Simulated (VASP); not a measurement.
Set up this calculation in VASP 6.6.1, as the native input.

| Item | Value |
| --- | --- |
| Task | single point |
| Functional | PBE |
| Potentials or basis | VASP PAW PBE potentials, release 64 (K_sv, I) |
| Cutoff | 520 eV |
| k mesh | 6 × 6 × 6 |
| Occupations | gaussian, width 0.05 eV |
| Spin | no spin polarisation |
| Dipole correction | no |
| Further INCAR settings | ALGO = Normal; EDIFF = 1e-06; NBANDS = 15 |

The structure of KI lies in POSCAR:

```
KI
1.0
    0.0000000000      3.5245500000      3.5245500000
    3.5245500000      0.0000000000      3.5245500000
    3.5245500000      3.5245500000      0.0000000000
K I
1 1
Direct
    0.0000000000      0.0000000000      0.0000000000
    0.5283724163      0.5283724163      0.4716275837
```

This cell differs from its parent crystal: all I atoms moved -0.200 Å, as atom 2 towards its neighbour atom 1 (K) at 3.525 Å.

The input as run:

INCAR

```
SYSTEM = KI
PREC = Accurate
ENCUT = 520
EDIFF = 1E-6
ISMEAR = 0
SIGMA = 0.05
LREAL = .False.
LASPH = .True.
NELM = 60
ALGO = Normal
ISIF = 2
LWAVE = .False.
LCHARG = .True.
GGA = PE
LELF = .True.
LVHAR = .True.
NBANDS = 15
```

KPOINTS

```
Automatic mesh
0
Gamma
  6 6 6
  0 0 0
```

Potentials or basis: VASP PAW PBE potentials, release 64 (K_sv, I).

Run with:

```sh
$ cat potpaw_PBE.64/K_sv/POTCAR potpaw_PBE.64/I/POTCAR > POTCAR
$ mpirun -np 1 vasp_std > vasp.out
```

Results of the run:

| Quantity | Value |
| --- | --- |
| Pressure | 0.9 GPa |
| Largest force | 0.250 eV/Å |
| Band gap on the k mesh | 3.99 eV, direct |

Caveat: the cell differs from its parent crystal (all I atoms moved -0.200 Å, as atom 2 towards its neighbour atom 1 (K) at 3.525 Å); spin-orbit coupling is left out, which moves the levels of the heavy elements.

Wall time 94 s on 1 thread of AMD EPYC 7R13 (shared host), peak memory 0.22 GiB.
